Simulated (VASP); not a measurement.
A run of VASP 6.6.1:

The input INCAR:

```
SYSTEM = GaN
  PREC = Accurate
  ENCUT = 520
  EDIFF = 1E-6
  ISMEAR = 0
  SIGMA = 0.05
  LREAL = .FALSE.
  LASPH = .TRUE.
  NELM = 100
  ALGO = Normal
  ISIF = 2
  LWAVE = .FALSE.
  LCHARG = .TRUE.
  GGA = PE
  LELF = .TRUE.
  LVHAR = .TRUE.
  NBANDS = 26
```

The input KPOINTS:

```
regular mesh
0
G
  12 12 6
  0 0 0
```

The input POSCAR:

```
GaN
1.0
    3.2184289164      0.0000000000      0.0000000000
   -1.6092144582      2.7872412019      0.0000000000
    0.0000000000      0.0000000000      5.2430304702
Ga N
2 2
Direct
    0.3333333333      0.6666666667      0.9991316875
    0.6666666667      0.3333333333      0.4991316875
    0.3536653434      0.6768326717      0.3721090242
    0.6666666667      0.3333333333      0.8758683125
```

Potentials or basis: VASP PAW PBE potentials, release 64 (Ga_d, N).

Run with:

```sh
$ cat potpaw_PBE.64/Ga_d/POTCAR potpaw_PBE.64/N/POTCAR > POTCAR
$ mpirun -np 1 vasp_std > vasp.out
```

Hardware: 1 thread of Intel(R) Xeon(R) Platinum 8488C (Sapphire Rapids), on a shared host.

Q: Estimate the wall time of this run.

A: Run time: 2 min on 1 thread of Intel(R) Xeon(R) Platinum 8488C (Sapphire Rapids) (shared host), peak memory 0.35 GiB. Counts: scf iterations 14, k points 242.
